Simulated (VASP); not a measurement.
Set up this calculation in VASP 6.6.1, as the native input.

```yaml
Task: electric field gradients
Functional: PBE
Potentials_or_basis: VASP PAW PBE potentials, release 64 (Pb_d)
Cutoff: 520 eV
k_mesh: 14 × 14 × 8
Occupations: fermi-dirac, width 0.08 eV
Spin: no spin polarisation
Dipole_correction: no
Further_INCAR_settings: ALGO = Normal; EDIFF = 1e-08; NBANDS = 21
```

The structure of Pb lies in POSCAR:

```
Pb
1.0
    3.4800006906      0.0000000000      0.0000000000
   -1.7400003453      3.0137690032      0.0000000000
    0.0000000000      0.0000000000      5.5900000000
Pb
2
Direct
    0.3333333333      0.6666666667      0.2500000000
    0.6666666667      0.3333333333      0.7500000000
```

This isn't the form of Pb at room conditions, which is fcc.

These files were run (other wordings do the same):

INCAR

```
PREC = Accurate ; ENCUT = 520
EDIFF = 1E-8 ; ISMEAR = -1
SIGMA = 0.08 ; LREAL = F
LASPH = T ; NELM = 80
ALGO = Normal ; ISIF = 2
LWAVE = F ; LCHARG = F
GGA = PE ; LEFG = T
NBANDS = 21
```

KPOINTS

```
regular mesh
0
Gamma
  14 14 8
```

Potentials or basis: VASP PAW PBE potentials, release 64 (Pb_d).

Launch:

```sh
$ cat potpaw_PBE.64/Pb_d/POTCAR > POTCAR
$ mpirun -np 1 vasp_std > vasp.out
```

It gave:

```json
{"Pressure": "4.0 GPa", "Band gap on the k mesh": "zero (bands 14 and 15 overlap by 7.43 eV)", "Largest electric field gradient by atom": "Pb -50.6 V/Å²"}
```

Caveat: the cell stands under pressure; without QUAD_EFG the Cq values of the log hold for a quadrupole moment of 1 mb, not for the nuclei; spin-orbit coupling is left out, which moves the levels of the heavy elements.

Wall time 3.5 min on 1 thread of Intel(R) Xeon(R) Platinum 8259CL CPU @ 2.50GHz (Skylake/Cascade Lake) (shared host), peak memory 0.25 GiB.
